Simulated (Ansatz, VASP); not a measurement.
# Two plane-wave programs on HgS

```xyz
2
Lattice="0.0000 2.9839 2.9839 2.9839 0.0000 2.9839 2.9839 2.9839 0.0000" Properties=species:S:1:pos:R:3 pbc="T T T"
Hg    0.0000    0.0000    0.0000
S     4.4758    4.4758    4.4758
```

Alike in both runs: task single point; functional r2SCAN; k mesh 8 × 8 × 8; occupations gaussian, width 0.05 eV; no spin polarisation.

|  | VASP | Ansatz |
| --- | --- | --- |
| version | VASP 6.6.1 | Ansatz 0.2.0 |
| potentials or method | VASP PAW PBE potentials, release 64 (Hg, S), cutoff 550 eV | scalar-relativistic, plane waves, PAW |
| valence electrons in the cell | 18 | 26 |

Ansatz gave:

* gap on the k mesh at the Fermi level (eV): none
* pressure (GPa): -1.1

Task: Which values does VASP return?

Result: gap on the k mesh at the Fermi level (eV): none; pressure (GPa): -0.8.

VASP's potentials were made for PBE, not for r2SCAN. A gap of «none» marks a metal or a gap that the smearing closes. VASP's potentials hold 18 valence electrons a cell and Ansatz's 26, so a difference there can come from the potentials and not from the codes.

Spin-orbit coupling is off throughout.
